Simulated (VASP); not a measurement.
# BeS (F-43m) in VASP: further runs

BeS is run at these levels: PBE; tasks: single point.

All numbers are computed with VASP 6.6.1; they aren't measurements. Logs are shortened: lines on timing, memory, paths and dates and some standing lists are left out, and cuts for length are marked.

## 1. The cell of the first run

The structure is cubic, space group F-43m (No. 216). Conventional cell: a = 4.722 Å, b = 4.722 Å, c = 4.722 Å, α = 90.00°, β = 90.00°, γ = 90.00°. Be (site symmetry -43m) has 4 S at 2.04 Å within 2.7 Å. Within 2.7 Å of S (site symmetry -43m) lie 4 Be at 2.04 Å.

## 2. Single point, PBE

The input, INCAR:

```
SYSTEM = BeS
  PREC = Accurate
  ENCUT = 600
  EDIFF = 1E-6
  ISMEAR = 0
  SIGMA = 0.01
  LREAL = .FALSE.
  LASPH = .TRUE.
  NELM = 120
  ALGO = Normal
  ISIF = 2
  LWAVE = .FALSE.
  LCHARG = .TRUE.
  GGA = PE
  LELF = .TRUE.
  LVHAR = .TRUE.
  NBANDS = 11
  GGA_COMPAT = .FALSE.
```

The input, KPOINTS:

```
Automatic mesh
0
G
  2 2 2
  0 0 0
```

The input, POSCAR:

```
BeS
1.0
    0.0000000000      2.3608025200      2.3608025200
    2.3608025200      0.0000000000      2.3608025200
    2.3608025200      2.3608025200      0.0000000000
Be S
1 1
Direct
    0.0000000000      0.0000000000      0.0000000000
    0.2500000000      0.2500000000      0.2500000000
```

Potentials or basis: VASP PAW PBE potentials, release 64 (Be, S).

The run is started by

```console
> cat potpaw_PBE.64/Be/POTCAR potpaw_PBE.64/S/POTCAR > POTCAR
> mpirun -np 1 vasp_std > vasp.out
```

OUTCAR:

```text
SYSTEM = BeS
   PREC = Accurate
   ENCUT = 600
   EDIFF = 1E-6
   ISMEAR = 0
   LREAL = .FALSE.
   LASPH = .TRUE.
   NELM = 120
   ISIF = 2
   GGA = PE

 ion  position               nearest neighbor table
   1  0.000  0.000  0.000-   2 2.04   2 2.04   2 2.04   2 2.04
   2  0.250  0.250  0.250-   1 2.04   1 2.04   1 2.04   1 2.04

  LATTYP: Found a face centered cubic cell.
 ALAT       =     4.7216050400

  Lattice vectors:

 A1 = (   0.0000000000,   2.3608025200,   2.3608025200)
 A2 = (   2.3608025200,   0.0000000000,   2.3608025200)
 A3 = (   2.3608025200,   2.3608025200,   0.0000000000)

Analysis of symmetry for initial positions (statically):
=====================================================================
 Subroutine PRICEL returns:
 Original cell was already a primitive cell.

 Routine SETGRP: Setting up the symmetry group for a
 face centered cubic supercell.

 Subroutine GETGRP returns: Found 24 space group operations
 (whereof 24 operations were pure point group operations)
 out of a pool of 48 trial point group operations.

The static configuration has the point symmetry T_d .

Analysis of symmetry for dynamics (positions and initial velocities):
=====================================================================
 Subroutine PRICEL returns:
 Original cell was already a primitive cell.

 Routine SETGRP: Setting up the symmetry group for a
 face centered cubic supercell.

 Subroutine GETGRP returns: Found 24 space group operations
 (whereof 24 operations were pure point group operations)
 out of a pool of 48 trial point group operations.

The dynamic configuration has the point symmetry T_d .

 Subroutine INISYM returns: Found 24 space group operations
 (whereof 24 operations are pure point group operations),
 and found     1 'primitive' translations

----------------------------------------------------------------------------------------

                                     Primitive cell

  volume of cell :      26.3153

  direct lattice vectors                    reciprocal lattice vectors
     0.000000000  2.360802520  2.360802520    -0.211792387  0.211792387  0.211792387
     2.360802520  0.000000000  2.360802520     0.211792387 -0.211792387  0.211792387
     2.360802520  2.360802520  0.000000000     0.211792387  0.211792387 -0.211792387

  length of vectors
     3.338678942  3.338678942  3.338678942     0.366835174  0.366835174  0.366835174

  position of ions in fractional coordinates (direct lattice)
     0.000000000  0.000000000  0.000000000
     0.250000000  0.250000000  0.250000000

  ion indices of the primitive-cell ions
   primitive index   ion index
                 1           1
                 2           2

----------------------------------------------------------------------------------------

 KPOINTS: Automatic mesh

Automatic generation of k-mesh.
 Grid dimensions read from file:
 generate k-points for:    2    2    2

 Generating k-lattice:

  Cartesian coordinates                     Fractional coordinates (reciprocal lattice)
    -0.105896193  0.105896193  0.105896193     0.500000000  0.000000000  0.000000000
     0.105896193 -0.105896193  0.105896193     0.000000000  0.500000000  0.000000000
     0.105896193  0.105896193 -0.105896193     0.000000000  0.000000000  0.500000000

  Length of vectors
     0.183417587  0.183417587  0.183417587

  Shift w.r.t. Gamma in fractional coordinates (k-lattice)
     0.000000000  0.000000000  0.000000000

 Subroutine IBZKPT returns following result:
 ===========================================

 Found      3 irreducible k-points:

 Following reciprocal coordinates:
            Coordinates               Weight
  0.000000  0.000000  0.000000      1.000000
  0.500000  0.000000  0.000000      4.000000
  0.500000  0.500000  0.000000      3.000000
   k-points           NKPTS =      3   k-points in BZ     NKDIM =      3   number of bands    NBANDS=     11
   number of dos      NEDOS =    301   number of ions     NIONS =      2
   total plane-waves  NPLWV =  21952
   dimension x,y,z NGX =    28 NGY =   28 NGZ =   28
   dimension x,y,z NGXF=    56 NGYF=   56 NGZF=   56
   ions per type =               1   1
   NGX,Y,Z   is equivalent  to a cutoff of  13.94, 13.94, 13.94 a.u.
   NGXF,Y,Z  is equivalent  to a cutoff of  27.88, 27.88, 27.88 a.u.
 SYSTEM =  BeS
   PREC   = accura    normal or accurate (medium, high low for compatibility)
   ISTART =      0    job   : 0-new  1-cont  2-samecut
   ICHARG =      2    charge: 1-file 2-atom 10-const
   ISPIN  =      1    spin polarized calculation?
   LNONCOLLINEAR =      F non collinear calculations
   LSORBIT =      F    spin-orbit coupling
   LASPH  =      T    aspherical Exc in radial PAW
   ENCUT  =  600.0 eV  44.10 Ry    6.64 a.u.   6.67  6.67  6.67*2*pi/ulx,y,z
   NELM   =    120;   NELMIN=  2; NELMDL= -5     # of ELM steps
   EDIFF  = 0.1E-05   stopping-criterion for ELM
   LREAL  =      F    real-space projection
   EDIFFG = 0.1E-04   stopping-criterion for IOM
   NSW    =      0    number of steps for IOM
   IBRION =     -1    ionic relax: 0-MD 1-quasi-New 2-CG
   NFREE  =      0    steps in history (QN), initial steepest desc. (CG)
   ISIF   =      2    stress and relaxation
   ISYM   =      2    0-nonsym 1-usesym 2-fastsym
   POTIM  = 0.5000    time-step for ionic-motion
   TEBEG  =    0.0;   TEEND  =   0.0 temperature during run
   PSTRESS=    0.0 pullay stress
   NELECT =       8.0000    total number of electrons
   NUPDOWN=      -1.0000    fix difference up-down
   EMIN   =  10.00;   EMAX   =-10.00  energy-range for DOS
   EFERMI =   0.00;   METHOD = LEGACY
   ISMEAR =     0;   SIGMA  =   0.01  broadening in eV -4-tet -1-fermi 0-gaus
   EFERMI_NEDOS =   21; number of points for ismear=-14 and -15
   IALGO  =     38    algorithm
   IMIX   =      4    mixing-type and parameters
     AMIX     =   0.40;   BMIX     =  1.00
     AMIX_MAG =   1.60;   BMIX_MAG =  1.00
  volume/ion in A,a.u.               =      13.16        88.79
  Fermi-wavevector in a.u.,A,eV,Ry     =   1.100783  2.080179 16.486504  1.211724
  Thomas-Fermi vector in A             =   2.237200
   LORBIT       =      0    0 simple, 1 ext, 2 COOP (PROOUT), +10 PAW based schemes
   GGA     = PE    functional components
   LHFCALC =     F    Hartree Fock is set to
   AEXX    =    0.0000 exact exchange contribution
   IVDW    =     0    specifies the selected vdW correction
   LEPSILON=     F    determine dielectric tensor
   LRPA    =     F    only Hartree local field effects (RPA)
 non-spin polarized calculation
 Gauss-broadening in eV      SIGMA  =   0.01
  energy-cutoff  :      600.00
  volume of cell :       26.32
 maximum number of plane-waves:       893
 NGX is ok and might be reduce to    28
   NGX = 13   NGY = 13   NGZ = 13

 number of electron       8.0000000 magnetization

 Free energy of the ion-electron system (eV)
  ---------------------------------------------------
  ext. energy  EPLUGINS =         0.00000000
  ---------------------------------------------------
  free energy    TOTEN  =        -8.23550567 eV

  energy without entropy =       -8.23550567  energy(sigma->0) =       -8.23550567

 E-fermi :   5.4398     XC(G=0):  -9.9136

 val. band max:        5.3908849686   @ k =   0.0000   0.0000   0.0000
 cond. band min:       8.1220811713   @ k =   0.5000   0.5000   0.0000
 fundamental gap:      2.7311962027
 Fermi energy:         5.4398127239

 k-point     1 :       0.0000    0.0000    0.0000
  band No.  band energies     occupation
      1      -8.9074      2.00000
      2       5.3909      2.00000
      3       5.3909      2.00000
      4       5.3909      2.00000
      5      10.8032      0.00000
      6      10.8032      0.00000
      7      10.8032      0.00000
      8      11.9387      0.00000
      9      18.1923      0.00000
     10      18.1923      0.00000
     11      20.6679      0.00000

 k-point     2 :       0.5000    0.0000    0.0000
  band No.  band energies     occupation
      1      -7.0146      2.00000
      2      -1.0736      2.00000
      3       4.2030      2.00000
      4       4.2030      2.00000
      5      11.0196      0.00000
      6      11.7194      0.00000
      7      11.7194      0.00000
      8      16.8429      0.00000
      9      20.5661      0.00000
     10      20.5661      0.00000
     11      21.2248      0.00000

 k-point     3 :       0.5000    0.5000    0.0000
  band No.  band energies     occupation
      1      -6.3710      2.00000
      2      -0.1758      2.00000
      3       2.3773      2.00000
      4       2.3773      2.00000
      5       8.1221      0.00000
      6      10.0211      0.00000
      7      18.6998      0.00000
      8      18.6998      0.00000
      9      22.0143      0.00000
     10      22.0703      0.00000
     11      22.7467      0.00000

------------------------ aborting loop because EDIFF is reached ----------------------------------------

  FORCE on cell =-STRESS in cart. coord.  units (eV):
  Direction    XX          YY          ZZ          XY          YZ          ZX
  --------------------------------------------------------------------------------------
  -------------------------------------------------------------------------------------
  Total        4.0148053      4.0148053      4.0148053      0.0000000      0.0000000      0.0000000
  in kB      244.4365195    244.4365195    244.4365195      0.0000000      0.0000000      0.0000000
  external PRESSURE =     244.4365195 kB  Pullay stress =       0.0000000 kB

 VOLUME and BASIS-vectors are now :
 -----------------------------------------------------------------------------
  energy-cutoff  :      600.00
  volume of cell :       26.32
      direct lattice vectors                 reciprocal lattice vectors
     0.000000000  2.360802520  2.360802520    -0.211792387  0.211792387  0.211792387
     2.360802520  0.000000000  2.360802520     0.211792387 -0.211792387  0.211792387
     2.360802520  2.360802520  0.000000000     0.211792387  0.211792387 -0.211792387

 POSITION                                       TOTAL-FORCE (eV/Angst)
 -----------------------------------------------------------------------------------
      0.00000      0.00000      0.00000         0.000000     -0.000000     -0.000000
      1.18040      1.18040      1.18040        -0.000000      0.000000      0.000000
 -----------------------------------------------------------------------------------
    total drift:                               -0.000000     -0.000000     -0.000000

  FREE ENERGIE OF THE ION-ELECTRON SYSTEM (eV)
  ---------------------------------------------------
  free  energy   TOTEN  =        -8.2355056655 eV

  energy  without entropy=       -8.2355056655  energy(sigma->0) =       -8.23550567
```

It took 9.8 s on 1 thread of AMD EPYC 7R13, shared host; peak memory 0.11 GiB.

Results:

* Free energy: -8.2355 eV
* Pressure: 24.4 GPa
* Band gap on the k mesh: 2.73 eV, indirect (least direct gap 5.41 eV)

Caveat: the k points lie up to 1.15 Å⁻¹ apart. A k mesh can miss the band edges.

## 3. Single point, PBE

This run uses another cell than the first one, of 14.84 Å³/atom, 1.128 times its volume.

The input, INCAR:

```
  PREC = Accurate
  ENCUT = 600
  EDIFF = 1E-6
  ISMEAR = 0
  SIGMA = 0.01
  LREAL = False
  LASPH = True
  NELM = 120
  ALGO = Normal
  ISIF = 2
  LWAVE = False
  LCHARG = False
  GGA = PE
  NBANDS = 11
  GGA_COMPAT = False
```

The input, KPOINTS:

```
Automatic mesh
0
Gamma
  2 2 2
```

The input, POSCAR:

```
BeS
1.0
    0.0000000000      2.4572669000      2.4572669000
    2.4572669000      0.0000000000      2.4572669000
    2.4572669000      2.4572669000      0.0000000000
Be S
1 1
Direct
    0.0000000000      0.0000000000      0.0000000000
    0.2500000000      0.2500000000      0.2500000000
```

Potentials or basis: VASP PAW PBE potentials, release 64 (Be, S).

The run is started by

```console
> cat potpaw_PBE.64/Be/POTCAR potpaw_PBE.64/S/POTCAR > POTCAR
> mpirun -np 1 vasp_std > vasp.out
```

OUTCAR:

```text
PREC = Accurate
   ENCUT = 600
   EDIFF = 1E-6
   ISMEAR = 0
   LREAL = False
   LASPH = True
   NELM = 120
   ISIF = 2
   GGA = PE

 ion  position               nearest neighbor table
   1  0.000  0.000  0.000-   2 2.13   2 2.13   2 2.13   2 2.13
   2  0.250  0.250  0.250-   1 2.13   1 2.13   1 2.13   1 2.13

  LATTYP: Found a face centered cubic cell.
 ALAT       =     4.9145338000

  Lattice vectors:

 A1 = (   0.0000000000,   2.4572669000,   2.4572669000)
 A2 = (   2.4572669000,   0.0000000000,   2.4572669000)
 A3 = (   2.4572669000,   2.4572669000,   0.0000000000)

Analysis of symmetry for initial positions (statically):
=====================================================================
 Subroutine PRICEL returns:
 Original cell was already a primitive cell.

 Routine SETGRP: Setting up the symmetry group for a
 face centered cubic supercell.

 Subroutine GETGRP returns: Found 24 space group operations
 (whereof 24 operations were pure point group operations)
 out of a pool of 48 trial point group operations.

The static configuration has the point symmetry T_d .

Analysis of symmetry for dynamics (positions and initial velocities):
=====================================================================
 Subroutine PRICEL returns:
 Original cell was already a primitive cell.

 Routine SETGRP: Setting up the symmetry group for a
 face centered cubic supercell.

 Subroutine GETGRP returns: Found 24 space group operations
 (whereof 24 operations were pure point group operations)
 out of a pool of 48 trial point group operations.

The dynamic configuration has the point symmetry T_d .

 Subroutine INISYM returns: Found 24 space group operations
 (whereof 24 operations are pure point group operations),
 and found     1 'primitive' translations

----------------------------------------------------------------------------------------

                                     Primitive cell

[... 95 lines left out ...]
   AEXX    =    0.0000 exact exchange contribution
   IVDW    =     0    specifies the selected vdW correction
   LEPSILON=     F    determine dielectric tensor
   LRPA    =     F    only Hartree local field effects (RPA)
 non-spin polarized calculation
 Gauss-broadening in eV      SIGMA  =   0.01
  energy-cutoff  :      600.00
  volume of cell :       29.67
 maximum number of plane-waves:       982
 NGX is ok and might be reduce to    28
   NGX = 13   NGY = 13   NGZ = 13

 number of electron       7.9999999 magnetization

 Free energy of the ion-electron system (eV)
  ---------------------------------------------------
  ext. energy  EPLUGINS =         0.00000000
  ---------------------------------------------------
  free energy    TOTEN  =        -8.56180143 eV

  energy without entropy =       -8.56180143  energy(sigma->0) =       -8.56180143

 E-fermi :   4.1511     XC(G=0):  -9.4150

 val. band max:        4.1056191815   @ k =   0.0000   0.0000   0.0000
 cond. band min:       7.1265195586   @ k =   0.5000   0.5000   0.0000
 fundamental gap:      3.0209003771
 Fermi energy:         4.1511468621

 k-point     1 :       0.0000    0.0000    0.0000
  band No.  band energies     occupation
      1      -9.3466      2.00000
      2       4.1056      2.00000
      3       4.1056      2.00000
      4       4.1056      2.00000
      5       9.5794      0.00000
      6       9.5794      0.00000
      7       9.5794      0.00000
      8       9.6067      0.00000
      9      16.6814      0.00000
     10      16.6814      0.00000
     11      18.4668      0.00000
[... 15 lines left out ...]
 k-point     3 :       0.5000    0.5000    0.0000
  band No.  band energies     occupation
      1      -7.2750      2.00000
      2      -0.8269      2.00000
      3       1.5244      2.00000
      4       1.5244      2.00000
      5       7.1265      0.00000
      6       8.8634      0.00000
      7      16.4348      0.00000
      8      16.4348      0.00000
      9      19.1516      0.00000
     10      20.2035      0.00000
     11      20.6762      0.00000

------------------------ aborting loop because EDIFF is reached ----------------------------------------

  FORCE on cell =-STRESS in cart. coord.  units (eV):
  Direction    XX          YY          ZZ          XY          YZ          ZX
  --------------------------------------------------------------------------------------
  -------------------------------------------------------------------------------------
  Total        1.4970582      1.4970582      1.4970582      0.0000000     -0.0000000      0.0000000
  in kB       80.8280825     80.8280825     80.8280825      0.0000000     -0.0000000      0.0000000
  external PRESSURE =      80.8280825 kB  Pullay stress =       0.0000000 kB

 VOLUME and BASIS-vectors are now :
 -----------------------------------------------------------------------------
  energy-cutoff  :      600.00
  volume of cell :       29.67
      direct lattice vectors                 reciprocal lattice vectors
     0.000000000  2.457266900  2.457266900    -0.203478100  0.203478100  0.203478100
     2.457266900  0.000000000  2.457266900     0.203478100 -0.203478100  0.203478100
     2.457266900  2.457266900  0.000000000     0.203478100  0.203478100 -0.203478100

 POSITION                                       TOTAL-FORCE (eV/Angst)
 -----------------------------------------------------------------------------------
      0.00000      0.00000      0.00000         0.000000      0.000000      0.000000
      1.22863      1.22863      1.22863        -0.000000     -0.000000     -0.000000
 -----------------------------------------------------------------------------------
    total drift:                               -0.000000     -0.000000     -0.000000

  FREE ENERGIE OF THE ION-ELECTRON SYSTEM (eV)
  ---------------------------------------------------
  free  energy   TOTEN  =        -8.5618014337 eV

  energy  without entropy=       -8.5618014337  energy(sigma->0) =       -8.56180143
```

Run time: 8.4 s. Hardware: 1 thread of AMD EPYC 7R13, shared host; peak memory 0.11 GiB.

Results:

| Quantity | Value |
| --- | --- |
| Free energy | -8.5618 eV |
| Pressure | 8.1 GPa |
| Band gap on the k mesh | 3.02 eV, indirect (least direct gap 5.47 eV) |

Caveat: the k points lie up to 1.11 Å⁻¹ apart. A k mesh can miss the band edges.

## 4. Single point, PBE

The input, INCAR:

```
PREC     = Accurate       # precision mode
ENCUT    = 600            # plane-wave cutoff, eV
EDIFF    = 1E-6           # SCF threshold, eV
ISMEAR   = 0              # smearing method
SIGMA    = 0.01           # smearing width, eV
LREAL    = False          # projectors in reciprocal space
LASPH    = True           # aspherical terms in the spheres
NELM     = 120            # most SCF steps
ALGO     = Normal         # electronic algorithm
ISIF     = 2              # what is computed and relaxed
LWAVE    = False          # write WAVECAR
LCHARG   = False          # write CHGCAR
GGA      = PE             # functional
NBANDS   = 11             # bands
GGA_COMPAT= False
```

The input, KPOINTS:

```
regular mesh
0
Gamma
  2 2 2
```

The input, POSCAR:

```
BeS
1.0
    0.0000000000      2.3608025200      2.3608025200
    2.3608025200      0.0000000000      2.3608025200
    2.3608025200      2.3608025200      0.0000000000
Be S
1 1
Direct
    0.0000000000      0.0000000000      0.0000000000
    0.2500000000      0.2500000000      0.2500000000
```

The run is started by

```console
> cat potpaw_PBE.64/Be/POTCAR potpaw_PBE.64/S/POTCAR > POTCAR
> mpirun -np 1 vasp_std > vasp.out
```

Wall time 7.9 s (1 thread of AMD EPYC 7R13, shared host); peak memory 0.11 GiB.

The run converged. Its results:

```
Free energy            : -8.2355 eV
Pressure               : 24.4 GPa
Band gap on the k mesh : 2.73 eV, indirect (least direct gap 5.41 eV)
```

Levels at points of the mesh, in eV from the valence-band top:
| k point | band 1 | band 2 | band 3 | band 4 | band 5 | band 6 | band 7 | band 8 |
| --- | --- | --- | --- | --- | --- | --- | --- | --- |
| (0.00, 0.00, 0.00) | -14.30 | 0.00 | 0.00 | 0.00 | 5.41 | 5.41 | 5.41 | 6.55 |
| (0.50, 0.00, 0.00) | -12.41 | -6.46 | -1.19 | -1.19 | 5.63 | 6.33 | 6.33 | 11.45 |
| (0.50, 0.50, 0.00) | -11.76 | -5.57 | -3.01 | -3.01 | 2.73 | 4.63 | 13.31 | 13.31 |

Caveat: the k points lie up to 1.15 Å⁻¹ apart.
